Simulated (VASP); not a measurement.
Write the native input for VASP 6.6.1 that does the following.

```yaml
Task: single point
Functional: PBE
Potentials_or_basis: VASP PAW PBE potentials, release 64 (Ho_3, N), 4f in core
Cutoff: 600 eV
k_mesh: 5 × 5 × 5
Occupations: gaussian, width 0.2 eV
Spin: no spin polarisation
Dipole_correction: no
Further_INCAR_settings: ALGO = Normal; EDIFF = 1e-06; NBANDS = 24
```

The structure of Ho3N lies in POSCAR:

```
Ho3N
1.0
   -2.8471136528      2.8471136528      2.8315996810
    2.8471136528     -2.8471136528      2.8315996810
    2.8471136528      2.8471136528     -2.8315996810
Ho N
3 1
Direct
    0.5000000000      0.0000000000      0.5000000000
    0.0000000000      0.5000000000      0.5000000000
    0.0000000000      0.0000000000      0.0000000000
    0.5000000000      0.5000000000      0.0000000000
```

The cell was generated, and may not be a known phase.

The input as run:

INCAR

```
PREC = Accurate ; ENCUT = 600
EDIFF = 1E-6 ; ISMEAR = 0
SIGMA = 0.2 ; LREAL = False
LASPH = True ; NELM = 200
ALGO = Normal ; ISIF = 2
LWAVE = False ; LCHARG = False
GGA = PE ; NBANDS = 24
GGA_COMPAT = False ; LMAXMIX = 6
```

KPOINTS

```
Automatic mesh
0
Gamma
  5 5 5
```

Potentials or basis: VASP PAW PBE potentials, release 64 (Ho_3, N), 4f in core.

Command:

```sh
$ cat potpaw_PBE.64/Ho_3/POTCAR potpaw_PBE.64/N/POTCAR > POTCAR
$ mpirun -np 1 vasp_std > vasp.out
```

It gave:

| Item | Value |
| --- | --- |
| Pressure | 0.8 GPa |
| Band gap on the k mesh | zero (bands 16 and 17 overlap by 1.98 eV) |

Caveat: spin-orbit coupling is left out, which moves the levels of the heavy elements; the 4f electrons are frozen in the core, so they carry no moment and show no levels; the run has no spin polarisation, though such a crystal can be magnetic.

Run time: 32 s on 1 thread of Intel(R) Xeon(R) 6975P-C (Granite Rapids) (shared host), peak memory 0.25 GiB.
